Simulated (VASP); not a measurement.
Set up this calculation in VASP 6.6.1, as the native input.

| Item | Value |
| --- | --- |
| Task | single point |
| Functional | PBE |
| Potentials or basis | VASP PAW PBE potentials, release 64 (Ru_pv) |
| Cutoff | 520 eV |
| k mesh | 20 × 20 × 20 |
| Occupations | gaussian, width 0.1 eV |
| Spin | no spin polarisation |
| Dipole correction | no |
| Further INCAR settings | ALGO = Fast; EDIFF = 1e-06; NBANDS = 13 |

The structure of Ru lies in POSCAR:

```
Ru
1.0
   -1.5267144994      1.5267144994      1.5267144994
    1.5267144994     -1.5267144994      1.5267144994
    1.5267144994      1.5267144994     -1.5267144994
Ru
1
Direct
    0.0000000000      0.0000000000      0.0000000000
```

This isn't the form of Ru at room conditions, which is hcp.

These files were run (other wordings do the same):

INCAR

```
SYSTEM = Ru
PREC = Accurate
ENCUT = 520
EDIFF = 1E-6
ISMEAR = 0
SIGMA = 0.1
LREAL = .FALSE.
LASPH = .TRUE.
NELM = 60
ALGO = Fast
ISIF = 2
LWAVE = .FALSE.
LCHARG = .FALSE.
GGA = PE
NBANDS = 13
```

KPOINTS

```
Automatic mesh
0
G
  20 20 20
  0 0 0
```

Potentials or basis: VASP PAW PBE potentials, release 64 (Ru_pv).

Run with:

```sh
$ cat potpaw_PBE.64/Ru_pv/POTCAR > POTCAR
$ mpirun -np 1 vasp_std > vasp.out
```

It gave:

| Property | Result |
| --- | --- |
| Pressure | -0.1 GPa |
| Band gap on the k mesh | zero (bands 7 and 8 overlap by 3.45 eV) |

Run time: 14 s on 1 thread of Intel(R) Xeon(R) 6975P-C (Granite Rapids) (shared host), peak memory 0.16 GiB.
